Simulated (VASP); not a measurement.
The system is BaHfO3.

```
CELL_PARAMETERS angstrom
4.15759 0.00000 0.00000
0.00000 4.15759 0.00000
0.00000 0.00000 4.15759
ATOMIC_POSITIONS crystal
Ba 0.00000 0.00000 0.00000
Hf 0.50000 0.50000 0.50000
O 0.50000 0.50000 0.00000
O 0.00000 0.50000 0.50000
O 0.50000 0.00000 0.50000
```

Program: VASP 6.6.1. Alike in all runs: task single point; no spin polarisation; cell as given; k mesh 6 × 6 × 6; smearing fermi-dirac 0.05 eV.

Order these runs on this cell by their pressure, lowest first.
A. level LDA; potentials or basis VASP PAW LDA potentials, release 64 (Ba_sv, Hf_pv, O); cutoff (eV) 600
B. level PBEsol; potentials or basis VASP PAW PBE potentials, release 64 (Ba_sv, Hf_pv, O); cutoff (eV) 520
C. level r2SCAN; potentials or basis VASP PAW PBE potentials, release 64 (Ba_sv, Hf_pv, O); cutoff (eV) 520

A (-4.7 GPa), B (-0.4 GPa), C (1.8 GPa).

Caveats: the PAW data sets were made with another functional, which shifts forces and pressure a little (some runs).
